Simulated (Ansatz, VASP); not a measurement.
# One calculation of CuO, two programs

Contents of INCAR:

```
SYSTEM = CuO
PREC     = Accurate       ! precision mode
ENCUT    = 520            ! plane-wave cutoff, eV
EDIFF    = 1E-7           ! SCF threshold, eV
ISMEAR   = 0              ! smearing method
SIGMA    = 0.05           ! smearing width, eV
LREAL    = .False.        ! projectors in reciprocal space
LASPH    = .True.         ! aspherical terms in the spheres
NELM     = 150            ! most SCF steps
ALGO     = Normal         ! electronic algorithm
ISIF     = 2              ! what is computed and relaxed
LWAVE    = .False.        ! write WAVECAR
LCHARG   = .False.        ! write CHGCAR
ISPIN    = 2              ! spin polarisation
MAGMOM   = 1 1 0 0        ! initial moments
LORBIT   = 11             ! projections on sites
LMAXMIX  = 4              ! l up to which the mixer works
LDAU     = .True.         ! DFT+U
LDAUTYPE = 2            
LDAUL    = 2 -1           ! shell
LDAUU    = 4 0            ! U, eV
LDAUJ    = 0 0          
LDAUPRINT= 1            
GGA      = PE             ! functional
NBANDS   = 29             ! bands
```

The input KPOINTS:

```
regular mesh
0
Gamma
  10 10 6
  0 0 0
```

Contents of POSCAR:

```
CuO
1.0
    2.3418500000     -1.7113000000      0.0000000000
    2.3418500000      1.7113000000      0.0000000000
   -0.8500274268      0.0000000000      5.0578693947
Cu O
2 2
Direct
    0.0000000000      0.5000000000      0.0000000000
    0.5000000000      0.0000000000      0.5000000000
    0.5816000000      0.4184000000      0.2500000000
    0.4184000000      0.5816000000      0.7500000000
```

Input for Ansatz:

```yaml
crystal:
  lattice:
    - [2.34185, -1.7113, 0.0]
    - [2.34185, 1.7113, 0.0]
    - [-0.8500274268, 0.0, 5.0578693947]
  atoms:
    - { symbol: Cu, position: [0.0, 0.5, 0.0], spin: 1.0 }
    - { symbol: Cu, position: [0.5, 0.0, 0.5], spin: 1.0 }
    - { symbol: O, position: [0.5816, 0.4184, 0.25] }
    - { symbol: O, position: [0.4184, 0.5816, 0.75] }
magnetization:
  spin_polarized: true
basis:
  ecutwfc: 420
  fft_grid_basis: typed
kpoints:
  mp_grid: { grid: [10, 10, 6] }
hamiltonian:
  xc: pbe
  hubbard: { sites: [{ species: Cu, l: d, u_eff: 4.0 }] }
scf:
  occupations: { method: gaussian, width: 0.05 }
output:
  forces: true
  stress: true
  eigenvalues: true
  bader: true
  write_density: true
  volumetric_format: npy
  populations: true
  elf: true
```

Alike in both runs: task single point; functional PBE; k mesh 10 × 10 × 6; occupations gaussian, width 0.05 eV; collinear spin; Hubbard terms Cu d U = 4.0 eV.

|  | VASP | Ansatz |
| --- | --- | --- |
| version | VASP 6.6.1 | Ansatz 0.2.0 |
| potentials or method | VASP PAW PBE potentials, release 64 (Cu, O), cutoff 520 eV | scalar-relativistic, plane waves, PAW |
| valence electrons in the cell | 34 | 50 |

```tsv
	VASP	Ansatz	Ansatz less VASP
gap on the k mesh at the Fermi level (eV)	none	none	-
pressure (GPa)	4.9	8.4	+3.57
traceless stress, the component that is largest in VASP (GPa)	-0.77	-0.80	-0.039
rms of the force components (eV/Å)	0.022	0.027	+0.0050
net moment per atom (μB)	0.50	0.48	-0.021
size of the moment on the site where the two differ most (μB)	0.66	0.61	-0.053
```

Site moments also hang on the region over which each program counts them. The programs project onto different local orbitals, so the same U acts differently, and such runs can settle in different states. Atom by atom the forces differ by 0.005 eV/Å (rms over components). A gap of «none» marks a metal or a gap that the smearing closes. VASP's potentials hold 34 valence electrons a cell and Ansatz's 50, so a difference there can come from the potentials and not from the codes. Ansatz's warnings: filled band counts differ across k points.
